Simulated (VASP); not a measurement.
Input of a VASP 6.6.1 run:

The input INCAR:

```
ALGO = Normal ; EDIFF = 1E-6
ENCUT = 520 ; GGA = PE
ISIF = 2 ; ISMEAR = -1
LASPH = True ; LCHARG = False
LREAL = False ; LWAVE = False
NBANDS = 12 ; NELM = 80
PREC = Accurate ; SIGMA = 0.1
```

The input KPOINTS:

```
k-points
0
Gamma
  14 14 14
```

The input POSCAR:

```
Sb
1.0
    0.0000000000      2.4110032402      2.4110032402
    2.4110032402      0.0000000000      2.4110032402
    2.4110032402      2.4110032402      0.0000000000
Sb
2
Direct
   -0.1250000000     -0.1250000000     -0.1250000000
    0.1250000000      0.1250000000      0.1250000000
```

Potentials or basis: VASP PAW PBE potentials, release 64 (Sb).

Launch:

```sh
$ cat potpaw_PBE.64/Sb/POTCAR > POTCAR
$ mpirun -np 1 vasp_std > vasp.out
```

Question: What does it give for the pressure?

Answer: 360.2 GPa.

Question: What does it give for the band gap on the k mesh?

Answer: Zero (band 5 reaches 22.65 eV, above the bottom of band 6 at 18.38 eV).

Caveat: spin-orbit coupling is left out, which moves the levels of the heavy elements.
